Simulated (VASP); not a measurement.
A run of VASP 6.6.1 is set up as follows.

File INCAR:

```
PREC = Accurate
ENCUT = 520
EDIFF = 1E-8
ISMEAR = -1
SIGMA = 0.08
LREAL = F
LASPH = T
NELM = 80
ALGO = Normal
ISIF = 2
LWAVE = F
LCHARG = F
GGA = CA
LEFG = T
NBANDS = 19
```

Contents of KPOINTS:

```
regular mesh
0
Gamma
  11 11 11
```

Contents of POSCAR:

```
YTl
1.0
    3.7885100000      0.0000000000      0.0000000000
    0.0000000000      3.7885100000      0.0000000000
    0.0000000000      0.0000000000      3.7510000000
Y Tl
1 1
Direct
    0.5000000000      0.5000000000      0.5000000000
    0.0000000000      0.0000000000      0.0000000000
```

Potentials or basis: VASP PAW LDA potentials, release 64 (Y_sv, Tl_d).

Command:

```sh
$ cat potpaw_LDA.64/Y_sv/POTCAR potpaw_LDA.64/Tl_d/POTCAR > POTCAR
$ mpirun -np 1 vasp_std > vasp.out
```

Task: Predict the band gap on the k mesh.

Result: Zero (bands 12 and 13 overlap by 2.17 eV).

Task: What does it give for the pressure?

Result: -4.0 GPa.

Stress tensor (GPa, compression positive):
```
-4.03  0.00  0.00
 0.00 -4.03  0.00
 0.00  0.00 -3.91
```

Caveat: the cell differs from its parent crystal (equal xx and yy strain of +1 %); the cell stands under tension; without QUAD_EFG the Cq values of the log hold for a quadrupole moment of 1 mb, not for the nuclei; spin-orbit coupling is left out, which moves the levels of the heavy elements.
